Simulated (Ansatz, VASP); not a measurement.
# One calculation of La4TaO, two programs

```
La Ta O
1.0
     0.00000    4.38745    4.38745
     4.38745    0.00000    4.38745
     4.38745    4.38745    0.00000
La Ta O
4 1 1
Direct
  0.62386 0.62386 0.62386
  0.62386 0.12843 0.62386
  0.12843 0.62386 0.62386
  0.62386 0.62386 0.12843
  0.25000 0.25000 0.25000
  0.00000 0.00000 0.00000
```

Change from the starting cell: species swapped into the YbNi4Au type (F-43m, No. 216).

Alike in both runs: functional PBE; k mesh 4 × 4 × 4; occupations gaussian, width 0.1 eV; no spin polarisation.

Ansatz relaxed the structure, and its values are those at the end. VASP's run is a single point on that final structure, the one shown.

|  | VASP | Ansatz |
| --- | --- | --- |
| version | VASP 6.6.1 | Ansatz 0.2.0 |
| potentials or method | VASP PAW PBE potentials, release 64 (La, Ta_pv, O), cutoff 520 eV | scalar-relativistic, plane waves, PAW |
| valence electrons in the cell | 61 | 63 |

VASP gave:

| Quantity | Value |
| --- | --- |
| gap on the k mesh at the Fermi level (eV) | none |
| pressure (GPa) | 0.2 |
| rms of the force components (eV/Å) | 0.002 |

Task: Which values does Ansatz return?

Result: gap on the k mesh at the Fermi level (eV): none; pressure (GPa): 0.2; rms of the force components (eV/Å): 0.006.

A gap of «none» marks a metal or a gap that the smearing closes. VASP's potentials hold 61 valence electrons a cell and Ansatz's 63, so a difference there can come from the potentials and not from the codes.

Neither program's run includes spin-orbit coupling.
